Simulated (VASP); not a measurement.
Write the native input for VASP 6.6.1 that does the following.

| Property | Result |
| --- | --- |
| Task | single point |
| Functional | PBE |
| Potentials or basis | VASP PAW PBE potentials, release 64 (Ca_sv, Pb_d) |
| Cutoff | 500 eV |
| k mesh | 6 × 6 × 6 |
| Occupations | gaussian, width 0.1 eV |
| Spin | collinear spin |
| Starting moments | [0.2, 0.2, 0.2, 0.2, 0.2] μB |
| Dipole correction | no |
| Further INCAR settings | ALGO = Normal; EDIFF = 1e-06; NBANDS = 41 |

The structure of Ca3Pb2 lies in POSCAR:

```
Ca3Pb2
1.0
    5.9473152929      0.0000000000      0.0000000000
    0.0000000000      5.9473152929      0.0000000000
    0.0000000000      0.0000000000      5.9473152929
Ca Pb
3 2
Direct
    0.5000000000      0.0000000000      0.0000000000
    0.0000000000      0.5000000000      0.0000000000
    0.0000000000      0.0000000000      0.5000000000
    0.0000000000      0.0000000000      0.0000000000
    0.5000000000      0.5000000000      0.5000000000
```

The input as run:

INCAR

```
ALGO = Normal
EDIFF = 1E-6
ENCUT = 500
GGA = PE
GGA_COMPAT = F
ISIF = 2
ISMEAR = 0
ISPIN = 2
LASPH = T
LCHARG = T
LELF = T
LORBIT = 11
LREAL = F
LVHAR = T
LWAVE = F
MAGMOM = 0.2 0.2 0.2 0.2 0.2
NBANDS = 41
NELM = 200
PREC = Accurate
SIGMA = 0.1
```

KPOINTS

```
k-points
0
Gamma
  6 6 6
```

Potentials or basis: VASP PAW PBE potentials, release 64 (Ca_sv, Pb_d).

Launch:

```sh
$ cat potpaw_PBE.64/Ca_sv/POTCAR potpaw_PBE.64/Pb_d/POTCAR > POTCAR
$ mpirun -np 1 vasp_std > vasp.out
```

It gave:

- Pressure: 0.0 GPa
- Net moment: 0.17 μB per cell
- Site moments: Ca +0.01; Pb +0.01, +0.03 μB
- Valence electrons inside the program's atomic spheres: Ca 8.10; Pb 12.32, 11.88

Run time: 8.8 min on 1 thread of Intel Xeon 8259CL, on a shared host, peak memory 0.54 GiB.
